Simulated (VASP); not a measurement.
# InP (I-4m2) in VASP: a series of runs, part 2 of 2

VASP 6.6.1. The steps go on from the part before.

## 4. Single point, PBEsol, non-collinear spin, zero start, spin-orbit coupling (film at in-plane strain -0.005)

Input file INCAR:

```
SYSTEM = InP
PREC = Accurate ; ENCUT = 520
EDIFF = 1E-6 ; ISMEAR = -1
SIGMA = 0.01 ; LREAL = .FALSE.
LASPH = .TRUE. ; NELM = 150
ALGO = Normal ; ISIF = 2
LWAVE = .FALSE. ; LCHARG = .FALSE.
MAGMOM = 0 0 0 0 0 0 ; LORBIT = 11
LSORBIT = .TRUE. ; GGA_COMPAT = .FALSE.
LORBMOM = .TRUE. ; GGA = PS
NBANDS = 30
```

Input file KPOINTS:

```
Automatic mesh
0
G
  8 8 8
  0 0 0
```

Input file POSCAR:

```
InP
1.0
    2.9245857483      2.9245857483      0.0000000000
   -2.9245857483      2.9245857483      0.0000000000
    0.0000000000      2.9245857483      2.9552071279
In P
1 1
Direct
    0.0000000000      0.0000000000      0.0000000000
    0.7500000000      0.2500000000      0.5000000000
```

Command:

```
cat potpaw_PBE.64/In_d/POTCAR potpaw_PBE.64/P/POTCAR > POTCAR
mpirun -np 1 vasp_ncl > vasp.out
```

It took 94 s on 1 thread of Intel Xeon 6975P-C (Granite Rapids), shared host; peak memory 0.42 GiB.

The run converged. Its results:

```
Free energy                                           : -9.1904 eV
Pressure                                              : 0.2 GPa
Net moment                                            : 0.00 μB per cell
Valence electrons inside the program's atomic spheres : In 11.50; P 2.50
```

Stress tensor (GPa, compression positive):
```
 0.39  0.00  0.00
 0.00  0.39  0.00
 0.00  0.00 -0.06
```

Moments on the atoms (μB; x, y, z):
```
In  0.00 0.00 0.00
P   0.00 0.00 0.00
```

Caveat: the cell differs from its parent crystal (film at in-plane strain -0.005); the PAW data sets were made with another functional, which shifts forces and pressure a little.

## 5. Single point, PBEsol, non-collinear spin, zero start, spin-orbit coupling (film at in-plane strain +0.005)

Input file INCAR:

```
SYSTEM = InP
  ALGO = Normal
  EDIFF = 1E-6
  ENCUT = 520
  GGA = PS
  GGA_COMPAT = .False.
  ISIF = 2
  ISMEAR = -1
  LASPH = .True.
  LCHARG = .False.
  LORBIT = 11
  LORBMOM = .True.
  LREAL = .False.
  LSORBIT = .True.
  LWAVE = .False.
  MAGMOM = 0 0 0 0 0 0
  NBANDS = 30
  NELM = 150
  PREC = Accurate
  SIGMA = 0.01
```

Input file KPOINTS:

```
k-points
0
Gamma
  8 8 8
  0 0 0
```

Input file POSCAR:

```
InP
1.0
    2.9539785699      2.9539785699      0.0000000000
   -2.9539785699      2.9539785699      0.0000000000
    0.0000000000      2.9539785699      2.9224624110
In P
1 1
Direct
    0.0000000000      0.0000000000      0.0000000000
    0.7500000000      0.2500000000      0.5000000000
```

Potentials or basis: VASP PAW PBE potentials, release 64 (In_d, P).

Command:

```
cat potpaw_PBE.64/In_d/POTCAR potpaw_PBE.64/P/POTCAR > POTCAR
mpirun -np 1 vasp_ncl > vasp.out
```

OUTCAR:

```text
SYSTEM = InP
   EDIFF = 1E-6
   ENCUT = 520
   GGA = PS
   ISIF = 2
   ISMEAR = -1
   LASPH = .True.
   LORBIT = 11
   LREAL = .False.
   LSORBIT = .True.
   NELM = 150
   PREC = Accurate

 ion  position               nearest neighbor table
   1  0.000  0.000  0.000-   2 2.55   2 2.55   2 2.55   2 2.55
   2  0.750  0.250  0.500-   1 2.55   1 2.55   1 2.55   1 2.55

  LATTYP: Found a body centered tetragonal cell.
 ALAT       =     4.1775565565
 C/A-ratio  =     1.3991252405

  Lattice vectors:

 A1 = (   2.9539785699,   0.0000000000,  -2.9224624110)
 A2 = (  -2.9539785699,   0.0000000000,  -2.9224624110)
 A3 = (   0.0000000000,   2.9539785699,   2.9224624110)

Analysis of symmetry for initial positions (statically):
=====================================================================
 Subroutine PRICEL returns:
 Original cell was already a primitive cell.

 Routine SETGRP: Setting up the symmetry group for a
 body centered tetragonal supercell.

[... 1057 lines left out ...]
     0.0000000     0.0000000     0.0000000     0.0000000     0.0000000     0.0000000     0.0000000
     0.0000000     0.0000000     0.0000000     0.0000000     0.0000000     0.0000000     0.0000000
     0.0000000     0.0000000     0.0000000     0.0000000     0.0000000     0.0000000     0.0000000
     0.0000000     0.0000000     0.0000000     0.0000000     0.0000000     0.0000000     0.0000000
     0.0000000     0.0000000     0.0000000     0.0000000     0.0000000     0.0000000     0.0000000
     0.0000000     0.0000000     0.0000000     0.0000000     0.0000000     0.0000000     0.0000000

 Ion:    2  E_soc:     -0.0011194
 l=   1
     0.0000000    -0.0001871    -0.0001856
    -0.0001871     0.0000000    -0.0001871
    -0.0001856    -0.0001871     0.0000000
 l=   2
     0.0000000     0.0000000     0.0000000     0.0000000     0.0000000
     0.0000000     0.0000000     0.0000000     0.0000000     0.0000000
     0.0000000     0.0000000     0.0000000     0.0000000     0.0000000
     0.0000000     0.0000000     0.0000000     0.0000000     0.0000000
     0.0000000     0.0000000     0.0000000     0.0000000     0.0000000
 l=   3
     0.0000000     0.0000000     0.0000000     0.0000000     0.0000000     0.0000000     0.0000000
     0.0000000     0.0000000     0.0000000     0.0000000     0.0000000     0.0000000     0.0000000
     0.0000000     0.0000000     0.0000000     0.0000000     0.0000000     0.0000000     0.0000000
     0.0000000     0.0000000     0.0000000     0.0000000     0.0000000     0.0000000     0.0000000
     0.0000000     0.0000000     0.0000000     0.0000000     0.0000000     0.0000000     0.0000000
     0.0000000     0.0000000     0.0000000     0.0000000     0.0000000     0.0000000     0.0000000
     0.0000000     0.0000000     0.0000000     0.0000000     0.0000000     0.0000000     0.0000000

 total charge

# of ion       s       p       d       tot
------------------------------------------
    1        0.829   0.763   9.899  11.490
    2        1.029   1.470   0.000   2.499
--------------------------------------------------
tot          1.857   2.233   9.899  13.989

 magnetization (x)

# of ion       s       p       d       tot
------------------------------------------
    1        0.000   0.000   0.000   0.000
    2        0.000  -0.000   0.000  -0.000
--------------------------------------------------
tot          0.000  -0.000   0.000  -0.000

 magnetization (y)

# of ion       s       p       d       tot
------------------------------------------
    1        0.000   0.000   0.000   0.000
    2        0.000   0.000   0.000   0.000
--------------------------------------------------
tot          0.000   0.000   0.000   0.000

 magnetization (z)

# of ion       s       p       d       tot
------------------------------------------
    1        0.000   0.000  -0.000   0.000
    2        0.000  -0.000   0.000  -0.000
--------------------------------------------------
tot          0.000   0.000  -0.000  -0.000
```

It took 94 s on 1 thread of Intel Xeon 6975P-C (Granite Rapids), shared host; peak memory 0.42 GiB.

What came out:

* Free energy: -9.1904 eV
* Pressure: -0.4 GPa
* Net moment: 0.00 μB per cell
* Valence electrons inside the program's atomic spheres: In 11.49; P 2.50

Stress tensor (GPa, compression positive):
```
-0.50  0.00  0.00
 0.00 -0.50  0.00
 0.00  0.00 -0.06
```

Moments on the atoms (μB; x, y, z):
```
In  0.00 0.00 0.00
P   0.00 0.00 0.00
```

Caveat: the cell differs from its parent crystal (film at in-plane strain +0.005); the PAW data sets were made with another functional, which shifts forces and pressure a little.

## 6. Single point, PBEsol (in-plane strain -0.02, then relaxed in part)

Input file INCAR:

```
SYSTEM = InP
  ALGO = Normal
  EDIFF = 1E-6
  ENCUT = 520
  GGA = PS
  ISIF = 2
  ISMEAR = 0
  LASPH = .TRUE.
  LCHARG = .FALSE.
  LREAL = .FALSE.
  LWAVE = .FALSE.
  NBANDS = 16
  NELM = 80
  PREC = Accurate
  SIGMA = 0.01
```

Input file KPOINTS:

```
k-points
0
G
  8 8 8
  0 0 0
```

Input file POSCAR:

```
InP
1.0
    2.8804965159      2.8804965159      0.0000000000
   -2.8804965159      2.8804965159      0.0000000000
    0.0000000000      2.8804965159      3.0039073683
In P
1 1
Direct
    0.0000000000      0.0000000000      0.0000000000
    0.7500000000      0.2500000000      0.5000000000
```

Potentials or basis: VASP PAW PBE potentials, release 64 (In_d, P).

Command:

```
cat potpaw_PBE.64/In_d/POTCAR potpaw_PBE.64/P/POTCAR > POTCAR
mpirun -np 1 vasp_std > vasp.out
```

OUTCAR:

```text
SYSTEM = InP
   EDIFF = 1E-6
   ENCUT = 520
   GGA = PS
   ISIF = 2
   ISMEAR = 0
   LASPH = .TRUE.
   LREAL = .FALSE.
   NELM = 80
   PREC = Accurate

 ion  position               nearest neighbor table
   1  0.000  0.000  0.000-   2 2.53   2 2.53   2 2.53   2 2.53
   2  0.750  0.250  0.500-   1 2.53   1 2.53   1 2.53   1 2.53

  LATTYP: Found a body centered tetragonal cell.
 ALAT       =     4.0736372392
 C/A-ratio  =     1.4748035684

  Lattice vectors:

 A1 = (   2.8804965159,   0.0000000000,  -3.0039073683)
 A2 = (  -2.8804965159,   0.0000000000,  -3.0039073683)
 A3 = (   0.0000000000,   2.8804965159,   3.0039073683)

Analysis of symmetry for initial positions (statically):
=====================================================================
 Subroutine PRICEL returns:
 Original cell was already a primitive cell.

 Routine SETGRP: Setting up the symmetry group for a
 body centered tetragonal supercell.

 Subroutine GETGRP returns: Found  8 space group operations
 (whereof  8 operations were pure point group operations)
 out of a pool of 16 trial point group operations.

The static configuration has the point symmetry D_2d.

Analysis of symmetry for dynamics (positions and initial velocities):
[... 161 lines left out ...]
 val. band max:        5.2691410697   @ k =   0.0000   0.0000   0.0000
 cond. band min:       5.8559151033   @ k =   0.0000   0.0000   0.0000
 fundamental gap:      0.5867740336
 Fermi energy:         5.3717356477

 k-point     1 :       0.0000    0.0000    0.0000
  band No.  band energies     occupation
      1      -8.9851      2.00000
      2      -8.9662      2.00000
      3      -8.9662      2.00000
      4      -8.8153      2.00000
      5      -8.8131      2.00000
      6      -6.4125      2.00000
[... 433 lines left out ...]
      3      -8.9325      2.00000
      4      -8.8222      2.00000
      5      -8.7998      2.00000
      6      -5.3374      2.00000
[... 8 lines left out ...]
     15      14.7144      0.00000
     16      15.4292      0.00000

 [... further k-points ...]

------------------------ aborting loop because EDIFF is reached ----------------------------------------

  FORCE on cell =-STRESS in cart. coord.  units (eV):
  Direction    XX          YY          ZZ          XY          YZ          ZX
  --------------------------------------------------------------------------------------
  -------------------------------------------------------------------------------------
  Total        0.5757281      0.5757281     -0.0136868      0.0000000      0.0000000      0.0000000
  in kB       18.5044753     18.5044753     -0.4399078      0.0000000      0.0000000      0.0000000
  external PRESSURE =      12.1896809 kB  Pullay stress =       0.0000000 kB

 VOLUME and BASIS-vectors are now :
 -----------------------------------------------------------------------------
  energy-cutoff  :      520.00
  volume of cell :       49.85
      direct lattice vectors                 reciprocal lattice vectors
     2.880496516  2.880496516  0.000000000     0.173581185  0.173581185 -0.166449873
    -2.880496516  2.880496516  0.000000000    -0.173581185  0.173581185 -0.166449873
     0.000000000  2.880496516  3.003907368     0.000000000  0.000000000  0.332899746

 POSITION                                       TOTAL-FORCE (eV/Angst)
 -----------------------------------------------------------------------------------
      0.00000      0.00000      0.00000         0.000000     -0.000000      0.000000
      1.44025      4.32074      1.50195        -0.000000      0.000000      0.000000
 -----------------------------------------------------------------------------------
    total drift:                               -0.000006      0.000000     -0.000000

  FREE ENERGIE OF THE ION-ELECTRON SYSTEM (eV)
  ---------------------------------------------------
  free  energy   TOTEN  =        -9.1429236854 eV

  energy  without entropy=       -9.1429236854  energy(sigma->0) =       -9.14292369
```

OSZICAR:

```text
N       E                     dE             d eps       ncg     rms          rms(c)
DAV:   1     0.110173640705E+03    0.11017E+03   -0.84754E+03  1896   0.126E+03
DAV:   2    -0.223360602227E+01   -0.11241E+03   -0.10762E+03  2088   0.298E+02
DAV:   3    -0.936469442409E+01   -0.71311E+01   -0.71028E+01  2496   0.736E+01
DAV:   4    -0.954760350760E+01   -0.18291E+00   -0.18287E+00  2456   0.126E+01
DAV:   5    -0.955465793646E+01   -0.70544E-02   -0.70543E-02  2816   0.211E+00    0.557E+00
DAV:   6    -0.918128801254E+01    0.37337E+00   -0.57613E-01  3056   0.136E+01    0.325E+00
DAV:   7    -0.914538542922E+01    0.35903E-01   -0.13991E-01  2744   0.341E+00    0.112E+00
DAV:   8    -0.914264780143E+01    0.27376E-02   -0.14821E-02  2392   0.141E+00    0.332E-01
DAV:   9    -0.914283901598E+01   -0.19121E-03   -0.11619E-03  2496   0.367E-01    0.151E-01
DAV:  10    -0.914289823079E+01   -0.59215E-04   -0.17365E-04  2912   0.167E-01    0.974E-02
DAV:  11    -0.914292459050E+01   -0.26360E-04   -0.43080E-05  2328   0.751E-02    0.345E-02
DAV:  12    -0.914292368544E+01    0.90506E-06   -0.52623E-06  2320   0.249E-02
   1 F= -.91429237E+01 E0= -.91429237E+01  d E =-.427413E-50
```

stdout:

```text
POSCAR found type information on POSCAR InP
 POSCAR found :  2 types and       2 ions
 scaLAPACK will be used
 -----------------------------------------------------------------------------
|                                                                             |
|                                                                             |
|     You enforced a specific xc type in the INCAR file but a different       |
|     I HOPE YOU KNOW WHAT YOU ARE DOING!                                     |
|                                                                             |
 -----------------------------------------------------------------------------

 LDA part: xc-table for (Slater+PW92), standard interpolation
 POSCAR, INCAR and KPOINTS ok, starting setup
 FFT: planning ... GRIDC
 FFT: planning ... GRID_SOFT
 FFT: planning ... GRID
 WAVECAR not read
 entering main loop
```

Run time: 42 s. Hardware: 1 thread of Intel Xeon 8259CL, shared host; peak memory 0.2 GiB.

What came out:

| Quantity | Value |
| --- | --- |
| Free energy | -9.1429 eV |
| Pressure | 1.2 GPa |
| Band gap on the k mesh | 0.59 eV, direct |

Stress tensor (GPa, compression positive):
```
 1.85  0.00  0.00
 0.00  1.85  0.00
 0.00  0.00 -0.04
```

Levels at points of the mesh, in eV from the valence-band top:
| k point | band 6 | band 7 | band 8 | band 9 | band 10 | band 11 | band 12 | band 13 |
| --- | --- | --- | --- | --- | --- | --- | --- | --- |
| (0.00, 0.00, 0.00) | -11.68 | -0.22 | 0.00 | 0.00 | 0.59 | 3.93 | 3.93 | 4.00 |
| (0.50, 0.00, 0.00) | -9.90 | -5.92 | -1.21 | -0.92 | 1.32 | 4.55 | 4.82 | 6.91 |
| (0.50, 0.50, 0.00) | -9.17 | -5.84 | -2.54 | -2.52 | 1.47 | 1.97 | 9.20 | 9.31 |
| (0.00, 0.00, 0.50) | -9.33 | -6.10 | -2.29 | -2.29 | 1.71 | 2.35 | 8.80 | 9.54 |

Caveat: the cell differs from its parent crystal (in-plane strain -0.02, then relaxed in part); the PAW data sets were made with another functional, which shifts forces and pressure a little; spin-orbit coupling is left out, which moves the levels of the heavy elements.

## 7. The runs side by side

| spin | cell | smearing | pressure (GPa) | moment (μB) |
| --- | --- | --- | --- | --- |
| non-collinear, zero start, SOC | a = 4.198, b = 4.198, c = 4.154 Å, angles 59.6, 59.6, 90.0°, 2 atoms | fermi-dirac 0.01 eV | -0.6 | 0.00 |
| non-collinear, zero start, SOC | a = 4.115, b = 4.115, c = 4.159 Å, angles 60.3, 60.3, 90.0°, 2 atoms | fermi-dirac 0.01 eV | 0.5 | 0.00 |
| non-collinear, zero start, SOC | a = 4.136, b = 4.136, c = 4.158 Å, angles 60.2, 60.2, 90.0°, 2 atoms | fermi-dirac 0.01 eV | 0.2 | 0.00 |
| non-collinear, zero start, SOC | a = 4.178, b = 4.178, c = 4.155 Å, angles 59.8, 59.8, 90.0°, 2 atoms | fermi-dirac 0.01 eV | -0.4 | 0.00 |
| off | a = 4.074, b = 4.074, c = 4.162 Å, angles 60.7, 60.7, 90.0°, 2 atoms | gaussian 0.01 eV | 1.2 | - |

Alike in all rows: task single point; level PBEsol; potentials or basis VASP PAW PBE potentials, release 64 (In_d, P); k mesh 8 × 8 × 8; cutoff (eV) 520.

Caveats: the PAW data sets were made with another functional, which shifts forces and pressure a little; spin-orbit coupling is left out, which moves the levels of the heavy elements (some runs).

Total energies depend on the potentials used, so only differences within one code and one set of settings carry meaning.
